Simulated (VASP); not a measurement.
# MgO (Cmcm) in VASP: further runs, part 2 of 2

VASP 6.6.1. Earlier steps stand in the parts before.

## Step 5: Single point, PBEsol (mode 5 frozen in at -0.073 Å, strain +e along z and -e/2 along x and y -0.0233)

Contents of INCAR:

```
ALGO = Normal
EDIFF = 1E-6
ENCUT = 520
GGA = PS
ISIF = 2
ISMEAR = 0
LASPH = T
LCHARG = T
LELF = T
LREAL = F
LVHAR = T
LWAVE = F
NBANDS = 16
NELM = 80
PREC = Accurate
SIGMA = 0.05
```

Contents of KPOINTS:

```
k-points
0
Gamma
  9 9 6
```

Contents of POSCAR:

```
MgO
1.0
    3.5354804147      0.0000000000      0.0000000000
   -1.7677402074      3.0618158537      0.0000000000
    0.0000000000      0.0000000000      4.0969764116
Mg O
2 2
Direct
    0.6545737154      0.3091474307      0.7500000000
    0.3454262846      0.6908525693      0.2500000000
    0.6755705704      0.3511411408      0.2500000000
    0.3244294296      0.6488588592      0.7500000000
```

Potentials or basis: VASP PAW PBE potentials, release 64 (Mg, O).

Started as:

```sh
$ cat potpaw_PBE.64/Mg/POTCAR potpaw_PBE.64/O/POTCAR > POTCAR
$ mpirun -np 1 vasp_std > vasp.out
```

OUTCAR:

```text
EDIFF = 1E-6
   ENCUT = 520
   GGA = PS
   ISIF = 2
   ISMEAR = 0
   LASPH = T
   LREAL = F
   NELM = 80
   PREC = Accurate

 ion  position               nearest neighbor table
   1  0.655  0.309  0.750-   4 2.02   4 2.05   4 2.05   3 2.05   3 2.05   2 2.79   2 2.79   2 2.95
                             2 2.95   2 2.95   2 2.95
   2  0.345  0.691  0.250-   3 2.02   3 2.05   3 2.05   4 2.05   4 2.05   1 2.79   1 2.79   1 2.95
                             1 2.95   1 2.95   1 2.95
   3  0.676  0.351  0.250-   2 2.02   2 2.05   2 2.05   1 2.05   1 2.05
   4  0.324  0.649  0.750-   1 2.02   1 2.05   1 2.05   2 2.05   2 2.05

  LATTYP: Found a hexagonal cell.
 ALAT       =     3.5354804147
 C/A-ratio  =     1.1588174537

  Lattice vectors:

 A1 = (   3.5354804147,   0.0000000000,   0.0000000000)
 A2 = (  -1.7677402074,   3.0618158537,   0.0000000000)
 A3 = (   0.0000000000,   0.0000000000,   4.0969764116)

Analysis of symmetry for initial positions (statically):
=====================================================================
 Subroutine PRICEL returns:
 Original cell was already a primitive cell.

 Routine SETGRP: Setting up the symmetry group for a
 hexagonal supercell.

 Subroutine GETGRP returns: Found  8 space group operations
 (whereof  4 operations were pure point group operations)
 out of a pool of 24 trial point group operations.

The static configuration has the point symmetry C_2h.
 The point group associated with its full space group is D_2h.

Analysis of symmetry for dynamics (positions and initial velocities):
=====================================================================
 Subroutine PRICEL returns:
 Original cell was already a primitive cell.

[... 123 lines left out ...]
   NELECT =      16.0000    total number of electrons
   NUPDOWN=      -1.0000    fix difference up-down
   EMIN   =  10.00;   EMAX   =-10.00  energy-range for DOS
   EFERMI =   0.00;   METHOD = LEGACY
   ISMEAR =     0;   SIGMA  =   0.05  broadening in eV -4-tet -1-fermi 0-gaus
   EFERMI_NEDOS =   21; number of points for ismear=-14 and -15
   IALGO  =     38    algorithm
   IMIX   =      4    mixing-type and parameters
     AMIX     =   0.40;   BMIX     =  1.00
     AMIX_MAG =   1.60;   BMIX_MAG =  1.00
  volume/ion in A,a.u.               =      11.09        74.82
  Fermi-wavevector in a.u.,A,eV,Ry     =   1.165425  2.202335 18.479658  1.358217
  Thomas-Fermi vector in A             =   2.301951
   LORBIT       =      0    0 simple, 1 ext, 2 COOP (PROOUT), +10 PAW based schemes
   GGA     = PS    functional components
   LHFCALC =     F    Hartree Fock is set to
   AEXX    =    0.0000 exact exchange contribution
   IVDW    =     0    specifies the selected vdW correction
   LEPSILON=     F    determine dielectric tensor
   LRPA    =     F    only Hartree local field effects (RPA)
 non-spin polarized calculation
 Gauss-broadening in eV      SIGMA  =   0.05
  energy-cutoff  :      520.00
  volume of cell :       44.35
 maximum number of plane-waves:      1228
   NGX = 13   NGY = 13   NGZ = 15

 number of electron      15.9999997 magnetization

 Free energy of the ion-electron system (eV)
  ---------------------------------------------------
  ext. energy  EPLUGINS =         0.00000000
  ---------------------------------------------------
  free energy    TOTEN  =       -24.67887986 eV

  energy without entropy =      -24.67887986  energy(sigma->0) =      -24.67887986

 E-fermi :   2.0565     XC(G=0): -10.2665

 val. band max:        1.7853536147   @ k =   0.0000   0.0000   0.0000
 cond. band min:       5.0627280885   @ k =   0.0000   0.0000   0.0000
 fundamental gap:      3.2773744738
 Fermi energy:         2.0564944357

 k-point     1 :       0.0000    0.0000    0.0000
  band No.  band energies     occupation
      1     -15.0202      2.00000
      2     -13.5528      2.00000
      3      -1.7650      2.00000
      4      -0.0135      2.00000
      5       0.0768      2.00000
      6       0.9116      2.00000
[... 433 lines left out ...]
      3      -1.7400      2.00000
      4      -0.5166      2.00000
      5      -0.3175      2.00000
      6      -0.1217      2.00000
[... 8 lines left out ...]
     15      16.3321      0.00000
     16      16.5609      0.00000

 [... further k-points ...]
[... 5 lines left out ...]
  --------------------------------------------------------------------------------------
  -------------------------------------------------------------------------------------
  Total       -0.6668901     -0.5129619      1.3518260      0.0000000     -0.0000000      0.0000000
  in kB      -24.0920585    -18.5312518     48.8360353      0.0000000     -0.0000000      0.0000000
  external PRESSURE =       2.0709083 kB  Pullay stress =       0.0000000 kB

 VOLUME and BASIS-vectors are now :
 -----------------------------------------------------------------------------
  energy-cutoff  :      520.00
  volume of cell :       44.35
      direct lattice vectors                 reciprocal lattice vectors
     3.535480415  0.000000000  0.000000000     0.282846992  0.163301787  0.000000000
    -1.767740207  3.061815854  0.000000000     0.000000000  0.326603574  0.000000000
     0.000000000  0.000000000  4.096976412     0.000000000  0.000000000  0.244082440

 POSITION                                       TOTAL-FORCE (eV/Angst)
 -----------------------------------------------------------------------------------
      1.76774      0.94655      3.07273        -0.000000      0.603178      0.000000
     -0.00000      2.11526      1.02424         0.000000     -0.603178      0.000000
      1.76774      1.07513      1.02424         0.000000     -0.293194      0.000000
     -0.00000      1.98669      3.07273        -0.000000      0.293194     -0.000000
 -----------------------------------------------------------------------------------
    total drift:                                0.000000     -0.000000      0.000000

  FREE ENERGIE OF THE ION-ELECTRON SYSTEM (eV)
  ---------------------------------------------------
  free  energy   TOTEN  =       -24.6788798593 eV

  energy  without entropy=      -24.6788798593  energy(sigma->0) =      -24.67887986
```

OSZICAR:

```text
N       E                     dE             d eps       ncg     rms          rms(c)
DAV:   1     0.584126160529E+02    0.58413E+02   -0.74999E+03  3208   0.888E+02
DAV:   2    -0.245404284331E+02   -0.82953E+02   -0.76564E+02  4576   0.194E+02
DAV:   3    -0.283171717739E+02   -0.37767E+01   -0.37683E+01  3648   0.429E+01
DAV:   4    -0.283322939669E+02   -0.15122E-01   -0.15122E-01  3968   0.317E+00
DAV:   5    -0.283323704038E+02   -0.76437E-04   -0.76437E-04  3600   0.216E-01    0.105E+01
DAV:   6    -0.247982673499E+02    0.35341E+01   -0.90419E+00  3488   0.232E+01    0.351E+00
DAV:   7    -0.247208193544E+02    0.77448E-01   -0.14430E-01  3224   0.308E+00    0.208E+00
DAV:   8    -0.246812001154E+02    0.39619E-01   -0.97437E-02  3648   0.322E+00    0.520E-01
DAV:   9    -0.246783923908E+02    0.28077E-02   -0.79770E-03  3840   0.780E-01    0.109E-01
DAV:  10    -0.246788746889E+02   -0.48230E-03   -0.38916E-04  3240   0.163E-01    0.223E-02
DAV:  11    -0.246788818879E+02   -0.71989E-05   -0.14594E-05  3848   0.292E-02    0.174E-02
DAV:  12    -0.246788805849E+02    0.13029E-05   -0.30283E-06  3248   0.143E-02    0.703E-03
DAV:  13    -0.246788798593E+02    0.72567E-06   -0.19576E-06  2712   0.112E-02
   1 F= -.24678880E+02 E0= -.24678880E+02  d E =-.982852E-17
```

stdout:

```text
POSCAR found type information on POSCAR MgO
 POSCAR found :  2 types and       4 ions
 scaLAPACK will be used
 -----------------------------------------------------------------------------
|                                                                             |
|                                                                             |
|     You enforced a specific xc type in the INCAR file but a different       |
|     I HOPE YOU KNOW WHAT YOU ARE DOING!                                     |
|                                                                             |
 -----------------------------------------------------------------------------

 LDA part: xc-table for (Slater+PW92), standard interpolation
 POSCAR, INCAR and KPOINTS ok, starting setup
 FFT: planning ... GRIDC
 FFT: planning ... GRID_SOFT
 FFT: planning ... GRID
 WAVECAR not read
 entering main loop
```

It took 24 s on 1 thread of Intel Xeon 6975P-C (Granite Rapids), shared host; peak memory 0.2 GiB.

Results:

- Free energy: -24.6789 eV
- Pressure: 0.2 GPa
- Largest force: 0.603 eV/Å
- Band gap on the k mesh: 3.28 eV, direct

Forces in eV/Å, atoms in the order of the input:
```
Mg   0.000  0.603  0.000
Mg   0.000 -0.603  0.000
O    0.000 -0.293  0.000
O    0.000  0.293  0.000
```

Stress tensor (GPa, compression positive):
```
-2.41  0.00  0.00
 0.00 -1.85  0.00
 0.00  0.00  4.88
```

Caveat: the cell differs from its parent crystal (mode 5 frozen in at -0.073 Å, strain +e along z and -e/2 along x and y -0.0233); the PAW data sets were made with another functional, which shifts forces and pressure a little.

## Step 6: Single point, PBEsol (mode 5 frozen in at +0.073 Å, strain +e along z and -e/2 along x and y +0.0233)

Contents of INCAR:

```
SYSTEM = MgO
PREC = Accurate
ENCUT = 520
EDIFF = 1E-6
ISMEAR = 0
SIGMA = 0.05
LREAL = .FALSE.
LASPH = .TRUE.
NELM = 100
ALGO = Normal
ISIF = 2
LWAVE = .FALSE.
LCHARG = .FALSE.
GGA = PS
NBANDS = 16
```

Contents of KPOINTS:

```
regular mesh
0
G
  9 9 6
  0 0 0
```

Contents of POSCAR:

```
MgO
1.0
    3.4540523579      0.0000000000      0.0000000000
   -1.7270261790      2.9912970879      0.0000000000
    0.0000000000      0.0000000000      4.2924500482
Mg O
2 2
Direct
    0.6787596180      0.3575192359      0.7500000000
    0.3212403820      0.6424807641      0.2500000000
    0.6577627629      0.3155255259      0.2500000000
    0.3422372371      0.6844744741      0.7500000000
```

Potentials or basis: VASP PAW PBE potentials, release 64 (Mg, O).

Started as:

```sh
$ cat potpaw_PBE.64/Mg/POTCAR potpaw_PBE.64/O/POTCAR > POTCAR
$ mpirun -np 1 vasp_std > vasp.out
```

OUTCAR:

```text
SYSTEM = MgO
   PREC = Accurate
   ENCUT = 520
   EDIFF = 1E-6
   ISMEAR = 0
   LREAL = .FALSE.
   LASPH = .TRUE.
   NELM = 100
   ISIF = 2
   GGA = PS

 ion  position               nearest neighbor table
   1  0.679  0.358  0.750-   4 1.98   4 1.98   4 2.01   3 2.15   3 2.15   2 2.88   2 2.88   2 2.88
                             2 2.88   2 3.03   2 3.03
   2  0.321  0.642  0.250-   3 1.98   3 1.98   3 2.01   4 2.15   4 2.15   1 2.88   1 2.88   1 2.88
                             1 2.88   1 3.03   1 3.03
   3  0.658  0.316  0.250-   2 1.98   2 1.98   2 2.01   1 2.15   1 2.15
   4  0.342  0.684  0.750-   1 1.98   1 1.98   1 2.01   2 2.15   2 2.15

  LATTYP: Found a hexagonal cell.
 ALAT       =     3.4540523579
 C/A-ratio  =     1.2427287150

  Lattice vectors:

 A1 = (   3.4540523579,   0.0000000000,   0.0000000000)
 A2 = (  -1.7270261790,   2.9912970879,   0.0000000000)
 A3 = (   0.0000000000,   0.0000000000,   4.2924500482)

Analysis of symmetry for initial positions (statically):
=====================================================================
 Subroutine PRICEL returns:
 Original cell was already a primitive cell.

 Routine SETGRP: Setting up the symmetry group for a
 hexagonal supercell.

[... 171 lines left out ...]
  energy without entropy =      -24.69035139  energy(sigma->0) =      -24.69035139

 E-fermi :   2.1883     XC(G=0): -10.2857

 val. band max:        1.9037927668   @ k =   0.0000   0.0000   0.0000
 cond. band min:       5.0986496100   @ k =   0.0000   0.0000   0.0000
 fundamental gap:      3.1948568431
 Fermi energy:         2.1882797862

 k-point     1 :       0.0000    0.0000    0.0000
  band No.  band energies     occupation
      1     -14.9816      2.00000
      2     -13.6305      2.00000
      3      -1.8856      2.00000
      4       0.1240      2.00000
      5       0.2040      2.00000
      6       0.8861      2.00000
[... 433 lines left out ...]
      3      -1.7801      2.00000
      4      -0.5706      2.00000
      5      -0.4458      2.00000
      6      -0.1478      2.00000
[... 8 lines left out ...]
     15      16.3800      0.00000
     16      16.7743      0.00000

 [... further k-points ...]
[... 5 lines left out ...]
  --------------------------------------------------------------------------------------
  -------------------------------------------------------------------------------------
  Total        0.7198768      0.1507087     -1.0262443     -0.0000000     -0.0000000      0.0000000
  in kB       26.0060894      5.4444662    -37.0738454     -0.0000000     -0.0000000      0.0000000
  external PRESSURE =      -1.8744300 kB  Pullay stress =       0.0000000 kB

 VOLUME and BASIS-vectors are now :
 -----------------------------------------------------------------------------
  energy-cutoff  :      520.00
  volume of cell :       44.35
      direct lattice vectors                 reciprocal lattice vectors
     3.454052358  0.000000000  0.000000000     0.289515009  0.167151568  0.000000000
    -1.727026179  2.991297088  0.000000000     0.000000000  0.334303137  0.000000000
     0.000000000  0.000000000  4.292450048     0.000000000  0.000000000  0.232967184

 POSITION                                       TOTAL-FORCE (eV/Angst)
 -----------------------------------------------------------------------------------
      1.72703      1.06945      3.21934         0.000000     -0.502302      0.000000
     -0.00000      1.92185      1.07311        -0.000000      0.502302     -0.000000
      1.72703      0.94383      1.07311        -0.000000      0.230919     -0.000000
      0.00000      2.04747      3.21934         0.000000     -0.230919     -0.000000
 -----------------------------------------------------------------------------------
    total drift:                               -0.000000      0.000000     -0.000000

  FREE ENERGIE OF THE ION-ELECTRON SYSTEM (eV)
  ---------------------------------------------------
  free  energy   TOTEN  =       -24.6903513935 eV

  energy  without entropy=      -24.6903513935  energy(sigma->0) =      -24.69035139
```

OSZICAR:

```text
N       E                     dE             d eps       ncg     rms          rms(c)
DAV:   1     0.604781186608E+02    0.60478E+02   -0.75362E+03  3200   0.889E+02
DAV:   2    -0.243716944326E+02   -0.84850E+02   -0.76454E+02  4584   0.195E+02
DAV:   3    -0.282788046152E+02   -0.39071E+01   -0.38948E+01  3576   0.432E+01
DAV:   4    -0.282942674466E+02   -0.15463E-01   -0.15462E-01  3800   0.320E+00
DAV:   5    -0.282943432839E+02   -0.75837E-04   -0.75837E-04  3560   0.214E-01    0.105E+01
DAV:   6    -0.247983852654E+02    0.34960E+01   -0.90688E+00  3336   0.233E+01    0.353E+00
DAV:   7    -0.247273842173E+02    0.71001E-01   -0.14632E-01  3216   0.310E+00    0.207E+00
DAV:   8    -0.246924385738E+02    0.34946E-01   -0.90178E-02  3568   0.316E+00    0.499E-01
DAV:   9    -0.246899082647E+02    0.25303E-02   -0.56310E-03  3840   0.666E-01    0.115E-01
DAV:  10    -0.246903466314E+02   -0.43837E-03   -0.36025E-04  3264   0.143E-01    0.161E-02
DAV:  11    -0.246903530574E+02   -0.64260E-05   -0.16677E-05  3824   0.276E-02    0.152E-02
DAV:  12    -0.246903515232E+02    0.15342E-05   -0.38719E-06  3272   0.162E-02    0.311E-03
DAV:  13    -0.246903513935E+02    0.12972E-06   -0.34269E-07  1728   0.485E-03
   1 F= -.24690351E+02 E0= -.24690351E+02  d E =-.506151E-18
```

Run time: 23 s. Hardware: 1 thread of Intel Xeon 6975P-C (Granite Rapids), shared host; peak memory 0.2 GiB.

What came out:

```yaml
Free_energy: -24.6904 eV
Pressure: -0.2 GPa
Largest_force: 0.502 eV/Å
Band_gap_on_the_k_mesh: 3.19 eV, direct
```

Forces on the atoms (eV/Å):
```
Mg   0.000 -0.502  0.000
Mg   0.000  0.502  0.000
O    0.000  0.231  0.000
O    0.000 -0.231  0.000
```

Caveat: the cell differs from its parent crystal (mode 5 frozen in at +0.073 Å, strain +e along z and -e/2 along x and y +0.0233); the PAW data sets were made with another functional, which shifts forces and pressure a little.

## Step 7: Overview

```tsv
cell	gap on the mesh (eV)	pressure (GPa)	largest force (eV/Å)
a = 3.617, b = 3.617, c = 3.901 Å, angles 90.0, 90.0, 120.0°, 4 atoms	3.34	4.1	0.60
a = 3.454, b = 3.454, c = 4.292 Å, angles 90.0, 90.0, 120.0°, 4 atoms	3.19	-0.2	0.50
a = 3.535, b = 3.535, c = 4.097 Å, angles 90.0, 90.0, 120.0°, 4 atoms	3.28	0.2	0.60
```

Some of these runs hold the atoms at other places in the same cell, which the table doesn't show; runs alike in all that it shows share one row.

Alike in all rows: task single point; level PBEsol; potentials or basis VASP PAW PBE potentials, release 64 (Mg, O); no spin polarisation; k mesh 9 × 9 × 6; cutoff (eV) 520; smearing gaussian 0.05 eV.

Caveats: the PAW data sets were made with another functional, which shifts forces and pressure a little.

Absolute energies hang on the potentials; compare differences alone.
